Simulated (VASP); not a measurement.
A run of VASP 6.6.1:

Contents of INCAR:

```
SYSTEM = BN
PREC = Accurate
ENCUT = 520
EDIFF = 1E-6
ISMEAR = -1
SIGMA = 0.02
LREAL = .FALSE.
LASPH = .TRUE.
NELM = 100
ALGO = Normal
ISIF = 2
LWAVE = .FALSE.
LCHARG = .FALSE.
GGA = PE
NBANDS = 16
```

KPOINTS

```
Automatic mesh
0
G
  12 12 6
  0 0 0
```

The input POSCAR:

```
BN
1.0
    2.5439499996      0.0000000000      0.0000000000
   -1.2719749998      2.2031253256      0.0000000000
    0.0000000000      0.0000000000      4.2919716483
B N
2 2
Direct
    0.3333333333      0.6666666667     -0.0001346901
    0.6666666667      0.3333333333      0.4998653099
    0.3333333333      0.6666666667      0.3751346901
    0.6666666667      0.3333333333      0.8751346901
```

Potentials or basis: VASP PAW PBE potentials, release 64 (B, N).

Launch:

```console
$ cat potpaw_PBE.64/B/POTCAR potpaw_PBE.64/N/POTCAR > POTCAR
$ mpirun -np 1 vasp_std > vasp.out
```

Hardware: 1 thread of Intel Xeon 8259CL, with other jobs on the host.

Estimate the wall time of this run.

It took 44 s on 1 thread of Intel Xeon 8259CL, on a shared host, peak memory 0.15 GiB. Counts: scf iterations 13, k points 76.
